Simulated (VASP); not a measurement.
## W: single point with PBE

The system is W.

```
CELL_PARAMETERS angstrom
2.77169 0.00000 0.00000
0.00000 4.79813 0.00000
0.00000 0.00000 4.85715
ATOMIC_POSITIONS crystal
W 0.79317 0.93684 0.75000
W 0.20683 0.43684 0.75000
W 0.20683 0.06316 0.25000
W 0.79317 0.56316 0.25000
```

```
Program             : VASP 6.6.1
Task                : single point
Functional          : PBE
Potentials or basis : VASP PAW PBE potentials, release 64 (W_sv)
Cutoff              : 520 eV
k mesh              : 9 × 6 × 6
Occupations         : fermi-dirac, width 0.05 eV
Spin                : no spin polarisation
```

```yaml
Pressure: 9.8 GPa
Largest_force: 0.248 eV/Å
Band_gap_on_the_k_mesh: zero (bands 28 and 29 overlap by 1.31 eV)
```

Forces in eV/Å, atoms in the order of the input:
```
W   -0.242  0.055  0.000
W    0.242  0.055  0.000
W    0.242 -0.055  0.000
W   -0.242 -0.055  0.000
```

Stress tensor (GPa, compression positive):
```
11.14  0.00  0.00
 0.00  9.98  0.00
 0.00  0.00  8.13
```

Levels at points of the mesh, in eV from the Fermi level:
| k point | band 25 | band 26 | band 27 | band 28 | band 29 | band 30 | band 31 | band 32 |
| --- | --- | --- | --- | --- | --- | --- | --- | --- |
| (0.00, 0.00, 0.00) | -0.46 | -0.41 | -0.37 | -0.37 | -0.31 | -0.10 | 0.55 | 1.62 |
| (0.00, 0.50, 0.00) | -1.53 | -1.53 | 0.33 | 0.33 | 0.37 | 0.37 | 0.87 | 0.87 |
| (0.00, 0.00, 0.50) | -0.87 | -0.87 | -0.16 | -0.16 | 0.75 | 0.75 | 1.86 | 1.86 |
| (0.00, 0.50, 0.50) | -1.21 | -1.21 | -1.21 | -1.21 | 1.74 | 1.74 | 1.74 | 1.74 |

Run time: 4.8 min on 1 thread of Intel Xeon 8259CL (shared host), peak memory 0.26 GiB.

Caveat: the cell stands under pressure; spin-orbit coupling is left out, which moves the levels of the heavy elements.
